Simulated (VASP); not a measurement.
# SiB4 (P3m1) in VASP: a series of runs, part 2 of 2

VASP 6.6.1. Earlier steps stand in the parts before.

**3. Relaxation of cell and atoms, PBE**

This run uses another cell than the first one, of 9.45 Å³/atom.

The input, INCAR:

```
SYSTEM = SiB4
PREC = Accurate
ENCUT = 600
EDIFF = 1E-6
ISMEAR = 0
SIGMA = 0.1
LREAL = .FALSE.
LASPH = .TRUE.
NELM = 60
ALGO = Normal
ISIF = 3
LWAVE = .FALSE.
LCHARG = .FALSE.
GGA = PE
IBRION = 2
NSW = 100
EDIFFG = -0.01
```

The input, KPOINTS:

```
regular mesh
0
G
  12 12 8
  0 0 0
```

The input, POSCAR:

```
SiB4
1.0
    3.4397634675      0.0000000000      0.0000000000
   -1.7198817337      2.9789225458      0.0000000000
    0.0000000000      0.0000000000      4.6094526252
Si B
1 4
Direct
    0.3333333333      0.6666666667      0.4113375143
    0.1652224539      0.8347775461      0.8653634403
    0.1652224539      0.3304449078      0.8653634403
    0.6695550922      0.8347775461      0.8653634403
    0.0000000000      0.0000000000      0.5147531047
```

Potentials or basis: VASP PAW PBE potentials, release 64 (Si, B).

Launch:

```console
$ cat potpaw_PBE.64/Si/POTCAR potpaw_PBE.64/B/POTCAR > POTCAR
$ mpirun -np 1 vasp_std > vasp.out
```

OUTCAR:

```text
SYSTEM = SiB4
   PREC = Accurate
   ENCUT = 600
   EDIFF = 1E-6
   ISMEAR = 0
   LREAL = .FALSE.
   LASPH = .TRUE.
   NELM = 60
   ISIF = 3
   GGA = PE
   IBRION = 2
   NSW = 100
   EDIFFG = -0.01

 ion  position               nearest neighbor table
   1  0.333  0.667  0.411-   5 2.04   5 2.04   5 2.04   2 2.32   3 2.32   4 2.32
   2  0.165  0.835  0.865-   3 1.70   4 1.70   3 1.73   4 1.73   5 1.89   1 2.32
   3  0.165  0.330  0.865-   2 1.70   4 1.70   2 1.73   4 1.73   5 1.89   1 2.32
   4  0.670  0.835  0.865-   3 1.70   2 1.70   3 1.73   2 1.73   5 1.89   1 2.32
   5  0.000  0.000  0.515-   3 1.89   2 1.89   4 1.89   1 2.04   1 2.04   1 2.04

  LATTYP: Found a hexagonal cell.
 ALAT       =     3.4397634675
 C/A-ratio  =     1.3400492995

  Lattice vectors:

 A1 = (   3.4397634675,   0.0000000000,   0.0000000000)
 A2 = (  -1.7198817337,   2.9789225458,   0.0000000000)
 A3 = (   0.0000000000,   0.0000000000,   4.6094526252)

Analysis of symmetry for initial positions (statically):
=====================================================================
 Subroutine PRICEL returns:
 Original cell was already a primitive cell.

 Routine SETGRP: Setting up the symmetry group for a
 hexagonal supercell.

 Subroutine GETGRP returns: Found  6 space group operations
 (whereof  6 operations were pure point group operations)
 out of a pool of 24 trial point group operations.

The static configuration has the point symmetry C_3v.

Analysis of symmetry for dynamics (positions and initial velocities):
=====================================================================
 Subroutine PRICEL returns:
 Original cell was already a primitive cell.

 Routine SETGRP: Setting up the symmetry group for a
 hexagonal supercell.

 Subroutine GETGRP returns: Found  6 space group operations
 (whereof  6 operations were pure point group operations)
 out of a pool of 24 trial point group operations.

The dynamic configuration has the point symmetry C_3v.
[... 145 lines left out ...]

 number of electron      16.0000000 magnetization

 Free energy of the ion-electron system (eV)
  ---------------------------------------------------
  ext. energy  EPLUGINS =         0.00000000
  ---------------------------------------------------
  free energy    TOTEN  =       -29.52904597 eV

  energy without entropy =      -29.52251485  energy(sigma->0) =      -29.52578041

------------------------ aborting loop because EDIFF is reached ----------------------------------------

  FORCE on cell =-STRESS in cart. coord.  units (eV):
  Direction    XX          YY          ZZ          XY          YZ          ZX
  --------------------------------------------------------------------------------------
  -------------------------------------------------------------------------------------
  Total       -0.0947186     -0.0947186      0.3273332     -0.0000000      0.0000000     -0.0000000
  in kB       -3.2129837     -3.2129837     11.1035918     -0.0000000      0.0000000     -0.0000000
  external PRESSURE =       1.5592081 kB  Pullay stress =       0.0000000 kB
[... 143 lines left out ...]
--------------------------------------- Ionic step        5  -------------------------------------------

 number of electron      16.0000000 magnetization

 Free energy of the ion-electron system (eV)
  ---------------------------------------------------
  ext. energy  EPLUGINS =         0.00000000
  ---------------------------------------------------
  free energy    TOTEN  =       -29.53009219 eV

  energy without entropy =      -29.52378554  energy(sigma->0) =      -29.52693887

 E-fermi :   6.2275     XC(G=0): -10.9898

 val. band max:        6.1912683333   @ k =   0.3333  -0.0000   0.1250
 cond. band min:       6.2325990715   @ k =   0.3333   0.1667   0.1250
 fundamental gap:      0.0413307381
 Fermi energy:         6.2274825486

 k-point     1 :       0.0000    0.0000    0.0000
  band No.  band energies     occupation
      1      -8.8659      2.00000
      2      -2.4245      2.00000
      3      -1.7987      2.00000
      4      -0.6342      2.00000
      5       4.0450      2.00000
      6       4.0450      2.00000
      7       4.8928      2.00000
      8       4.8928      2.00000
      9      11.3761      0.00000
     10      11.3761      0.00000
     11      11.3967      0.00000
     12      12.2532      0.00000
[... 331 lines left out ...]
 k-point    24 :       0.0000    0.1667    0.1250
  band No.  band energies     occupation
      1      -8.4716      2.00000
      2      -2.9010      2.00000
      3      -1.9360      2.00000
      4       0.2603      2.00000
      5       2.6838      2.00000
      6       3.0517      2.00000
      7       4.6208      2.00000
      8       5.9195      1.99999
      9       8.9365      0.00000
     10      10.5336      0.00000
     11      10.9759      0.00000
     12      11.6847      0.00000

 [... further k-points ...]

------------------------ aborting loop because EDIFF is reached ----------------------------------------

  FORCE on cell =-STRESS in cart. coord.  units (eV):
  Direction    XX          YY          ZZ          XY          YZ          ZX
  --------------------------------------------------------------------------------------
  -------------------------------------------------------------------------------------
  Total        0.0054827      0.0054827      0.0053332      0.0000000      0.0000000      0.0000000
  in kB        0.1856216      0.1856216      0.1805593      0.0000000      0.0000000      0.0000000
  external PRESSURE =       0.1839342 kB  Pullay stress =       0.0000000 kB
[... 20 lines left out ...]
  FREE ENERGIE OF THE ION-ELECTRON SYSTEM (eV)
  ---------------------------------------------------
  free  energy   TOTEN  =       -29.5300921902 eV

  energy  without entropy=      -29.5237855402  energy(sigma->0) =      -29.52693887

 reached required accuracy - stopping structural energy minimisation
```

OSZICAR:

```text
N       E                     dE             d eps       ncg     rms          rms(c)
DAV:   1     0.330474588031E+02    0.33047E+02   -0.78217E+03  3144   0.132E+03
DAV:   2    -0.294214129600E+02   -0.62469E+02   -0.58015E+02  4216   0.203E+02
[... 32 lines left out ...]
   4 F= -.29530047E+02 E0= -.29526899E+02  d E =-.183683E-03
       N       E                     dE             d eps       ncg     rms          rms(c)
DAV:   1    -0.295301162965E+02   -0.69447E-04   -0.23977E-03  3568   0.402E-01    0.283E-02
DAV:   2    -0.295301009463E+02    0.15350E-04   -0.85758E-05  3932   0.816E-02    0.152E-02
DAV:   3    -0.295300921615E+02    0.87849E-05   -0.17201E-05  3896   0.322E-02    0.202E-03
DAV:   4    -0.295300921902E+02   -0.28753E-07   -0.17315E-06  2832   0.113E-02
   5 F= -.29530092E+02 E0= -.29526939E+02  d E =-.229346E-03
```

CONTCAR:

```text
SiB4
   1.00000000000000
     3.4370594148740530   -0.0000000000000454   -0.0000000000000000
    -1.7185297073871051    2.9765807675329352    0.0000000000000000
    -0.0000000000000000    0.0000000000000000    4.6256471382654825
  Si              B
     1     4
Direct
     0.3333333332999970    0.6666666667000030    0.4107369866408615
     0.1649818318494112    0.8350181681505889    0.8657500739560904
     0.1649818318494111    0.3299636636988223    0.8657500739560904
     0.6700363363011778    0.8350181681505889    0.8657500739560904
     0.0000000000000000    0.0000000000000000    0.5141937313908708

  0.00000000E+00  0.00000000E+00  0.00000000E+00
  0.00000000E+00  0.00000000E+00  0.00000000E+00
  0.00000000E+00  0.00000000E+00  0.00000000E+00
  0.00000000E+00  0.00000000E+00  0.00000000E+00
  0.00000000E+00  0.00000000E+00  0.00000000E+00
```

Run time: 3.4 min. Hardware: 1 thread of Intel Xeon Platinum 8259CL at 2.50GHz (Skylake/Cascade Lake), shared host; peak memory 0.23 GiB.

What came out:

```
Free energy                           : -29.5301 eV
Relaxed volume                        : 9.46 Å³/atom
Relaxed cell                          : a = 3.437 Å, b = 3.437 Å, c = 4.626 Å, α = 90.00°, β = 90.00°, γ = 120.00°
Space group after relaxing (to 0.1 Å) : P3m1 (No. 156)
Energy gained by relaxing             : 0.2 meV/atom
Ionic steps                           : 5
Pressure after relaxing               : 0.0 GPa
Largest force after relaxing          : 0.003 eV/Å
Band gap on the k mesh                : zero (bands 8 and 9 overlap by 1.55 eV)
```

Forces in eV/Å, atoms in the order of the input:
```
Si   0.000  0.000  0.001
B   -0.001  0.001 -0.001
B    0.000 -0.001 -0.001
B    0.001  0.001 -0.001
B    0.000  0.000  0.003
```

The path:
```csv
step,energy change (eV),largest force (eV/Å),pressure (GPa),volume (Å³)
1,0.0000,0.0855,0.16,47.23
2,-0.0006,0.1308,0.16,47.29
3,-0.0008,0.0572,0.15,47.27
4,-0.0010,0.0281,-0.04,47.35
5,-0.0010,0.0031,0.02,47.32
```

Final structure:
```
Si B
1.0
     3.43706    0.00000    0.00000
    -1.71853    2.97658    0.00000
     0.00000    0.00000    4.62565
Si B
1 4
Direct
  0.33333 0.66667 0.41074
  0.16498 0.83502 0.86575
  0.16498 0.32996 0.86575
  0.67004 0.83502 0.86575
  0.00000 0.00000 0.51419
```

Levels at points of the mesh, in eV from the Fermi level:
```
           k point  band 6  band 7  band 8  band 9  band 10  band 11
(0.00, 0.00, 0.00)   -2.18   -1.33   -1.33    5.15     5.15     5.17
(0.50, 0.00, 0.00)   -4.41   -4.19   -2.31    0.53     3.92     4.36
(0.00, 0.00, 0.50)   -2.10   -1.20   -1.20    1.40     3.82     3.82
(0.50, 0.00, 0.50)   -4.07   -0.92   -0.46    1.70     2.56     4.05
```
